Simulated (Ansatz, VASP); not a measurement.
# KMgF3: VASP beside Ansatz

```xyz
5
Lattice="4.3048 0.0000 0.0000 0.0000 4.3048 0.0000 0.0000 0.0000 4.1453" Properties=species:S:1:pos:R:3 pbc="T T T"
K     2.1524    2.1524    2.0727
Mg    0.0000    0.0000    0.0000
F     2.1524    0.0000    0.0000
F     0.0000    2.1524    0.0000
F     0.0000    0.0000    2.0727
```

Change from the starting cell: strain +0.080 along x and y, +0.040 along z, atoms carried along.

Alike in both runs: task single point; functional PBE; k mesh 6 × 6 × 6; occupations gaussian, width 0.05 eV; no spin polarisation.

```csv
,VASP,Ansatz
version,VASP 6.6.1,Ansatz 0.2.0
potentials or method,"VASP PAW PBE potentials, release 64 (K_sv, Mg, F), cutoff 520 eV","scalar-relativistic, plane waves, PAW"
valence electrons in the cell,32,40
```

Ansatz gave:

| Property | Result |
| --- | --- |
| gap on the k mesh at the Fermi level (eV) | 6.02 |
| least direct gap on the mesh (eV) | 6.31 |
| pressure (GPa) | -6.8 |
| traceless stress, the component that is largest in VASP (GPa) | 1.07 |

Task: Which values does VASP return?

Result: gap on the k mesh at the Fermi level (eV): 5.99; least direct gap on the mesh (eV): 6.28; pressure (GPa): -7.2; traceless stress, the component that is largest in VASP (GPa): 1.06.

VASP's potentials hold 32 valence electrons a cell and Ansatz's 40, so a difference there can come from the potentials and not from the codes.
